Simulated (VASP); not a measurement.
# SnO (P4mm) in VASP: single point with PBE

Aim: the single point of SnO with PBE.

Program: VASP 6.6.1. These are calculated values, not measurements. Logs are shortened: lines on timing, memory, paths and dates and some standing lists are left out, and cuts for length are marked.

## Step 1: The cell of the first run

The typed cell holds 4 atoms: a = 3.814 Å, b = 3.814 Å, c = 4.887 Å, α = 90.00°, β = 90.00°, γ = 90.00°.

## Step 2: Single point, PBE

INCAR

```
SYSTEM = SnO
PREC = Accurate
ENCUT = 1340
EDIFF = 1E-6
ISMEAR = 0
SIGMA = 0.02
LREAL = .False.
LASPH = .True.
NELM = 120
ALGO = Normal
ISIF = 2
LWAVE = .False.
LCHARG = .True.
GGA = PE
LELF = .True.
LVHAR = .True.
NBANDS = 28
GGA_COMPAT = .False.
```

KPOINTS

```
Automatic mesh
0
Gamma
  7 7 5
  0 0 0
```

POSCAR

```
SnO
1.0
    3.8136952200      0.0000000000      0.0000000000
    0.0000000000      3.8136952200      0.0000000000
    0.0000000000      0.0000000000      4.8869133000
Sn O
2 2
Direct
    0.5000000000      0.0000000000      0.7646261400
    0.0000000000      0.5000000000      0.2333275786
    0.0000000000      0.0000000000      0.0000000000
    0.5000000000      0.5000000000      0.0000000000
```

Potentials or basis: VASP PAW PBE potentials, release 64 (Sn_d, O_h).

The run is started by

```bash
$ cat potpaw_PBE.64/Sn_d/POTCAR potpaw_PBE.64/O_h/POTCAR > POTCAR
$ mpirun -np 1 vasp_std > vasp.out
```

OUTCAR:

```text
SYSTEM = SnO
   PREC = Accurate
   ENCUT = 1340
   EDIFF = 1E-6
   ISMEAR = 0
   LREAL = .False.
   LASPH = .True.
   NELM = 120
   ISIF = 2
   GGA = PE

 ion  position               nearest neighbor table
   1  0.500  0.000  0.765-   3 2.23   4 2.23   4 2.23   3 2.23   2 3.54   2 3.54   2 3.54   2 3.54
                             2 3.74   2 3.74   2 3.74   2 3.74
   2  0.000  0.500  0.233-   3 2.22   4 2.22   3 2.22   4 2.22   1 3.54   1 3.54   1 3.54   1 3.54
                             1 3.74   1 3.74   1 3.74   1 3.74
   3  0.000  0.000  0.000-   2 2.22   2 2.22   1 2.23   1 2.23
   4  0.500  0.500  0.000-   2 2.22   2 2.22   1 2.23   1 2.23

  LATTYP: Found a simple tetragonal cell.
 ALAT       =     3.8136952200
 C/A-ratio  =     1.2814116016

  Lattice vectors:

 A1 = (   3.8136952200,   0.0000000000,   0.0000000000)
 A2 = (   0.0000000000,   3.8136952200,   0.0000000000)
 A3 = (   0.0000000000,   0.0000000000,   4.8869133000)

Analysis of symmetry for initial positions (statically):
=====================================================================
 Subroutine PRICEL returns:
 Original cell was already a primitive cell.

 Routine SETGRP: Setting up the symmetry group for a
 simple tetragonal supercell.

 Subroutine GETGRP returns: Found  8 space group operations
 (whereof  4 operations were pure point group operations)
 out of a pool of 16 trial point group operations.

The static configuration has the point symmetry C_2v.
 The point group associated with its full space group is C_4v.

Analysis of symmetry for dynamics (positions and initial velocities):
=====================================================================
 Subroutine PRICEL returns:
 Original cell was already a primitive cell.

 Routine SETGRP: Setting up the symmetry group for a
 simple tetragonal supercell.

 Subroutine GETGRP returns: Found  8 space group operations
 (whereof  4 operations were pure point group operations)
 out of a pool of 16 trial point group operations.

The dynamic configuration has the point symmetry C_2v.
 The point group associated with its full space group is C_4v.

 Subroutine INISYM returns: Found  8 space group operations
 (whereof  4 operations are pure point group operations),
 and found     1 'primitive' translations

----------------------------------------------------------------------------------------

                                     Primitive cell

  volume of cell :      71.0766

  direct lattice vectors                    reciprocal lattice vectors
     3.813695220  0.000000000  0.000000000     0.262212878  0.000000000  0.000000000
     0.000000000  3.813695220  0.000000000     0.000000000  0.262212878  0.000000000
     0.000000000  0.000000000  4.886913300     0.000000000  0.000000000  0.204628144

  length of vectors
     3.813695220  3.813695220  4.886913300     0.262212878  0.262212878  0.204628144

  position of ions in fractional coordinates (direct lattice)
     0.500000000  0.000000000  0.764626140
     0.000000000  0.500000000  0.233327579
     0.000000000  0.000000000  0.000000000
     0.500000000  0.500000000  0.000000000

  ion indices of the primitive-cell ions
   primitive index   ion index
                 1           1
                 2           2
                 3           3
                 4           4

----------------------------------------------------------------------------------------

 KPOINTS: Automatic mesh

Automatic generation of k-mesh.
 Grid dimensions read from file:
 generate k-points for:    7    7    5

 Generating k-lattice:

  Cartesian coordinates                     Fractional coordinates (reciprocal lattice)
     0.037458983  0.000000000  0.000000000     0.142857143  0.000000000  0.000000000
     0.000000000  0.037458983  0.000000000     0.000000000  0.142857143  0.000000000
     0.000000000  0.000000000  0.040925629     0.000000000  0.000000000  0.200000000

  Length of vectors
     0.037458983  0.037458983  0.040925629

  Shift w.r.t. Gamma in fractional coordinates (k-lattice)
     0.000000000  0.000000000  0.000000000

 Subroutine IBZKPT returns following result:
 ===========================================

 Found     30 irreducible k-points:

 Following reciprocal coordinates:
            Coordinates               Weight
  0.000000  0.000000  0.000000      1.000000
  0.142857  0.000000  0.000000      4.000000
  0.285714  0.000000  0.000000      4.000000
  0.428571  0.000000  0.000000      4.000000
  0.142857  0.142857  0.000000      4.000000
  0.285714  0.142857  0.000000      8.000000
[... 16 lines left out ...]
  0.285714  0.000000  0.400000      8.000000
  0.428571  0.000000  0.400000      8.000000
 [... further k-points ...]
   k-points           NKPTS =     30   k-points in BZ     NKDIM =     30   number of bands    NBANDS=     28
   number of dos      NEDOS =    301   number of ions     NIONS =      4
   total plane-waves  NPLWV = 138240
   dimension x,y,z NGX =    48 NGY =   48 NGZ =   60
   dimension x,y,z NGXF=    96 NGYF=   96 NGZF=  120
   ions per type =               2   2
   NGX,Y,Z   is equivalent  to a cutoff of  20.92, 20.92, 20.41 a.u.
   NGXF,Y,Z  is equivalent  to a cutoff of  41.85, 41.85, 40.82 a.u.
 SYSTEM =  SnO
   PREC   = accura    normal or accurate (medium, high low for compatibility)
   ISTART =      0    job   : 0-new  1-cont  2-samecut
   ICHARG =      2    charge: 1-file 2-atom 10-const
   ISPIN  =      1    spin polarized calculation?
   LNONCOLLINEAR =      F non collinear calculations
   LSORBIT =      F    spin-orbit coupling
   LASPH  =      T    aspherical Exc in radial PAW
   ENCUT  = 1340.0 eV  98.49 Ry    9.92 a.u.  11.38 11.38 14.59*2*pi/ulx,y,z
   NELM   =    120;   NELMIN=  2; NELMDL= -5     # of ELM steps
   EDIFF  = 0.1E-05   stopping-criterion for ELM
   LREAL  =      F    real-space projection
   EDIFFG = 0.1E-04   stopping-criterion for IOM
   NSW    =      0    number of steps for IOM
   IBRION =     -1    ionic relax: 0-MD 1-quasi-New 2-CG
   NFREE  =      0    steps in history (QN), initial steepest desc. (CG)
   ISIF   =      2    stress and relaxation
   ISYM   =      2    0-nonsym 1-usesym 2-fastsym
   POTIM  = 0.5000    time-step for ionic-motion
   TEBEG  =    0.0;   TEEND  =   0.0 temperature during run
   PSTRESS=    0.0 pullay stress
   NELECT =      40.0000    total number of electrons
   NUPDOWN=      -1.0000    fix difference up-down
   EMIN   =  10.00;   EMAX   =-10.00  energy-range for DOS
   EFERMI =   0.00;   METHOD = LEGACY
   ISMEAR =     0;   SIGMA  =   0.02  broadening in eV -4-tet -1-fermi 0-gaus
   EFERMI_NEDOS =   21; number of points for ismear=-14 and -15
   IALGO  =     38    algorithm
   IMIX   =      4    mixing-type and parameters
     AMIX     =   0.40;   BMIX     =  1.00
     AMIX_MAG =   1.60;   BMIX_MAG =  1.00
  volume/ion in A,a.u.               =      17.77       119.91
  Fermi-wavevector in a.u.,A,eV,Ry     =   1.351614  2.554180 24.855939  1.826860
  Thomas-Fermi vector in A             =   2.479021
   LORBIT       =      0    0 simple, 1 ext, 2 COOP (PROOUT), +10 PAW based schemes
   GGA     = PE    functional components
   LHFCALC =     F    Hartree Fock is set to
   AEXX    =    0.0000 exact exchange contribution
   IVDW    =     0    specifies the selected vdW correction
   LEPSILON=     F    determine dielectric tensor
   LRPA    =     F    only Hartree local field effects (RPA)
 non-spin polarized calculation
 Gauss-broadening in eV      SIGMA  =   0.02
  energy-cutoff  :     1340.00
  volume of cell :       71.08
 maximum number of plane-waves:      7954
 NGX is ok and might be reduce to    48
   NGX = 23   NGY = 23   NGZ = 29

 number of electron      40.0000002 magnetization

 Free energy of the ion-electron system (eV)
  ---------------------------------------------------
  ext. energy  EPLUGINS =         0.00000000
  ---------------------------------------------------
  free energy    TOTEN  =       -22.69596220 eV

  energy without entropy =      -22.69596220  energy(sigma->0) =      -22.69596220

 E-fermi :   7.3566     XC(G=0): -10.1711

 val. band max:        7.2200752364   @ k =   0.0000   0.0000   0.0000
 cond. band min:       7.6386163276   @ k =   0.4286   0.4286   0.0000
 fundamental gap:      0.4185410912
 Fermi energy:         7.3566280420

 k-point     1 :       0.0000    0.0000    0.0000
  band No.  band energies     occupation
      1     -14.7851      2.00000
      2     -14.3411      2.00000
      3     -14.3411      2.00000
      4     -14.3399      2.00000
      5     -14.2978      2.00000
      6     -14.2886      2.00000
[... 20 lines left out ...]
     27      14.0396      0.00000
     28      14.4667      0.00000

 k-point     2 :       0.1429    0.0000    0.0000
  band No.  band energies     occupation
      1     -14.7740      2.00000
      2     -14.3481      2.00000
      3     -14.3368      2.00000
      4     -14.3363      2.00000
      5     -14.3034      2.00000
      6     -14.3000      2.00000
[... 20 lines left out ...]
     27      14.2832      0.00000
     28      15.9305      0.00000

 k-point     3 :       0.2857    0.0000    0.0000
  band No.  band energies     occupation
      1     -14.7431      2.00000
      2     -14.4764      2.00000
      3     -14.3262      2.00000
      4     -14.3245      2.00000
      5     -14.3048      2.00000
      6     -14.3033      2.00000
[... 20 lines left out ...]
     27      14.6558      0.00000
     28      18.1251      0.00000

 k-point     4 :       0.4286    0.0000    0.0000
  band No.  band energies     occupation
      1     -14.6902      2.00000
      2     -14.6034      2.00000
      3     -14.3159      2.00000
      4     -14.3093      2.00000
      5     -14.3092      2.00000
      6     -14.2991      2.00000
[... 578 lines left out ...]
     27      15.2058      0.00000
     28      16.1577      0.00000

 k-point    23 :       0.2857    0.0000    0.4000
  band No.  band energies     occupation
      1     -14.7407      2.00000
      2     -14.4996      2.00000
      3     -14.3339      2.00000
      4     -14.3155      2.00000
      5     -14.3081      2.00000
      6     -14.3073      2.00000
[... 20 lines left out ...]
     27      15.5553      0.00000
     28      17.5909      0.00000

 k-point    24 :       0.4286    0.0000    0.4000
  band No.  band energies     occupation
      1     -14.6978      2.00000
      2     -14.6203      2.00000
      3     -14.3385      2.00000
      4     -14.3318      2.00000
      5     -14.3007      2.00000
      6     -14.2972      2.00000
[... 20 lines left out ...]
     27      15.9884      0.00000
     28      16.7797      0.00000

 [... further k-points ...]

------------------------ aborting loop because EDIFF is reached ----------------------------------------

  FORCE on cell =-STRESS in cart. coord.  units (eV):
  Direction    XX          YY          ZZ          XY          YZ          ZX
  --------------------------------------------------------------------------------------
  -------------------------------------------------------------------------------------
  Total        1.9333290      1.9333290      1.5875673      0.0000000      0.0000000      0.0000000
  in kB       43.5802522     43.5802522     35.7862442      0.0000000      0.0000000      0.0000000
  external PRESSURE =      40.9822495 kB  Pullay stress =       0.0000000 kB

 VOLUME and BASIS-vectors are now :
 -----------------------------------------------------------------------------
  energy-cutoff  :     1340.00
  volume of cell :       71.08
      direct lattice vectors                 reciprocal lattice vectors
     3.813695220  0.000000000  0.000000000     0.262212878  0.000000000  0.000000000
     0.000000000  3.813695220  0.000000000     0.000000000  0.262212878  0.000000000
     0.000000000  0.000000000  4.886913300     0.000000000  0.000000000  0.204628144

 POSITION                                       TOTAL-FORCE (eV/Angst)
 -----------------------------------------------------------------------------------
      1.90685      0.00000      3.73666         0.000000      0.000000     -0.506875
      0.00000      1.90685      1.14025         0.000000      0.000000      0.581369
      0.00000      0.00000      0.00000         0.000000      0.000000     -0.037247
      1.90685      1.90685      0.00000         0.000000      0.000000     -0.037247
 -----------------------------------------------------------------------------------
    total drift:                                0.000000      0.000000      0.000031

  FREE ENERGIE OF THE ION-ELECTRON SYSTEM (eV)
  ---------------------------------------------------
  free  energy   TOTEN  =       -22.6959621992 eV

  energy  without entropy=      -22.6959621992  energy(sigma->0) =      -22.69596220
```

Run time: 4.1 min. Hardware: 1 thread of AMD EPYC 7R13 (Zen 3), shared host; peak memory 0.44 GiB.

What came out:

* Free energy: -22.6960 eV
* Pressure: 4.1 GPa
* Largest force: 0.581 eV/Å
* Band gap on the k mesh: 0.42 eV (least direct gap 2.04 eV)

Forces on the atoms (eV/Å):
```
Sn   0.000  0.000 -0.507
Sn   0.000  0.000  0.581
O    0.000  0.000 -0.037
O    0.000  0.000 -0.037
```

Caveat: the cell stands under pressure; semilocal functionals underestimate gaps, and a narrow one can read as zero; spin-orbit coupling is left out, which moves the levels of the heavy elements. A k mesh can miss the band edges.
